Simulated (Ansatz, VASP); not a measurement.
## TaN: VASP beside Ansatz

```
Ta N
1.0
     2.96522    0.00000    0.00000
     0.00000    2.96522    0.00000
     0.00000    0.00000    3.04496
Ta N
1 1
Direct
  0.00000 0.00000 0.50000
  0.50000 0.50000 0.50000
```

Alike in both runs: functional PBE; k mesh 6 × 6 × 6; occupations gaussian, width 0.1 eV; no spin polarisation.

Ansatz relaxed the structure, and its values are those at the end. VASP's run is a single point on that final structure, the one shown.

|  | VASP | Ansatz |
| --- | --- | --- |
| version | VASP 6.6.1 | Ansatz 0.2.0 |
| potentials or method | VASP PAW PBE potentials, release 64 (Ta_pv, N), cutoff 520 eV | scalar-relativistic, plane waves, PAW |
| valence electrons in the cell | 16 | 18 |

Ansatz gave:

* gap on the k mesh at the Fermi level (eV): none
* pressure (GPa): -0.1

Q: Which values does VASP return?

A: gap on the k mesh at the Fermi level (eV): none; pressure (GPa): 0.3.

A gap of «none» marks a metal or a gap that the smearing closes. VASP's potentials hold 16 valence electrons a cell and Ansatz's 18, so a difference there can come from the potentials and not from the codes.

Spin-orbit coupling is off throughout.
